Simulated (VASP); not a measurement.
Write the native input for VASP 6.6.1 that does the following.

```
Task                   : single point
Functional             : PBE
Potentials or basis    : VASP PAW PBE potentials, release 64 (Te, Pb_d)
Cutoff                 : 520 eV
k mesh                 : 6 × 6 × 6
Occupations            : gaussian, width 0.01 eV
Spin                   : no spin polarisation
Dipole correction      : no
Further INCAR settings : ALGO = Normal; EDIFF = 1e-07; NBANDS = 17
```

The structure of TePb lies in POSCAR:

```
TePb
1.0
    0.0000000000      3.3046962724      3.3046962724
    3.3046962724      0.0000000000      3.3046962724
    3.3046962724      3.3046962724      0.0000000000
Te Pb
1 1
Direct
    0.5000000000      0.5000000000      0.5000000000
    0.0000000000      0.0000000000      0.0000000000
```

One way to write it, as run:

INCAR

```
SYSTEM = TePb
PREC = Accurate ; ENCUT = 520
EDIFF = 1E-7 ; ISMEAR = 0
SIGMA = 0.01 ; LREAL = .False.
LASPH = .True. ; NELM = 60
ALGO = Normal ; ISIF = 2
LWAVE = .False. ; LCHARG = .False.
GGA = PE ; NBANDS = 17
```

KPOINTS

```
regular mesh
0
Gamma
  6 6 6
  0 0 0
```

Potentials or basis: VASP PAW PBE potentials, release 64 (Te, Pb_d).

Command:

```sh
$ cat potpaw_PBE.64/Te/POTCAR potpaw_PBE.64/Pb_d/POTCAR > POTCAR
$ mpirun -np 1 vasp_std > vasp.out
```

Results of the run:

The pressure is -0.7 GPa. The band gap on the k mesh is 0.86 eV, direct.

Caveat: spin-orbit coupling is left out, which moves the levels of the heavy elements.

It took 22 s on 1 thread of Intel(R) Xeon(R) Platinum 8259CL CPU @ 2.50GHz (Skylake/Cascade Lake), with other jobs on the host, peak memory 0.2 GiB.
